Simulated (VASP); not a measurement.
W3C, 4 atoms in the cell. The cell holds a slab with vacuum, 4 atoms: a = 2.855 Å, b = 2.855 Å, c = 20.197 Å, α = 90.00°, β = 90.00°, γ = 120.00°. 

| Property | Result |
| --- | --- |
| Program | VASP 6.6.1 |
| Task | single point |
| Functional | PBE |
| Potentials or basis | VASP PAW PBE potentials, release 64 (W_sv, C) |
| Cutoff | 520 eV |
| k mesh | 9 × 9 × 1 |
| Occupations | gaussian, width 0.1 eV |
| Spin | no spin polarisation |
| Dipole correction | yes |
| Further INCAR settings | ALGO = Normal; EDIFF = 1e-06; NBANDS = 31 |

Potentials or basis: VASP PAW PBE potentials, release 64 (W_sv, C).

Run with:

```bash
$ cat potpaw_PBE.64/W_sv/POTCAR potpaw_PBE.64/C/POTCAR > POTCAR
$ mpirun -np 1 vasp_std > vasp.out
```

Hardware: 1 thread of Intel Xeon 8259CL, with other jobs on the host.

Estimate the wall time of this run.

Wall time 5.7 min on 1 thread of Intel Xeon 8259CL (shared host), peak memory 0.32 GiB. Counts: scf iterations 30, k points 25.
